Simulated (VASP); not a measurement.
Write the native input for VASP 6.6.1 that does the following.

| Quantity | Value |
| --- | --- |
| Task | single point |
| Functional | PBE |
| Potentials or basis | VASP PAW PBE potentials, release 64 (Ti_sv) |
| Cutoff | 520 eV |
| k mesh | 22 × 22 × 22 |
| Occupations | gaussian, width 0.15 eV |
| Spin | collinear spin |
| Starting moments | [0.8] μB |
| Fixed moment | 0.8 μB |
| Dipole correction | no |
| Further INCAR settings | ALGO = Fast; EDIFF = 1e-06; NBANDS = 16 |

The structure of Ti lies in POSCAR:

```
Ti
1.0
   -1.6979213348      1.6979213348      1.6979213348
    1.6979213348     -1.6979213348      1.6979213348
    1.6979213348      1.6979213348     -1.6979213348
Ti
1
Direct
    0.0000000000      0.0000000000      0.0000000000
```

This isn't the form of Ti at room conditions, which is hcp.

These files were run (other wordings do the same):

INCAR

```
SYSTEM = Ti
PREC = Accurate
ENCUT = 520
EDIFF = 1E-6
ISMEAR = 0
SIGMA = 0.15
LREAL = .False.
LASPH = .True.
NELM = 150
ALGO = Fast
ISIF = 2
LWAVE = .False.
LCHARG = .True.
ISPIN = 2
MAGMOM = 0.8
LORBIT = 11
NUPDOWN = 0.8
LMAXMIX = 4
GGA = PE
LELF = .True.
LVHAR = .True.
NBANDS = 16
```

KPOINTS

```
regular mesh
0
Gamma
  22 22 22
  0 0 0
```

Potentials or basis: VASP PAW PBE potentials, release 64 (Ti_sv).

Command:

```console
$ cat potpaw_PBE.64/Ti_sv/POTCAR > POTCAR
$ mpirun -np 1 vasp_std > vasp.out
```

Results of the run:

The pressure is -9.8 GPa. The net moment is 0.80 μB per cell and the site moments are Ti +0.55 μB. The valence electrons inside the program's atomic spheres are Ti 10.14.

Caveat: the cell stands under tension; the total moment is fixed, so each spin has its own Fermi level and the state may be an excited one.

Run time: 5.7 min on 1 thread of Intel Xeon 8259CL (shared host), peak memory 0.27 GiB.
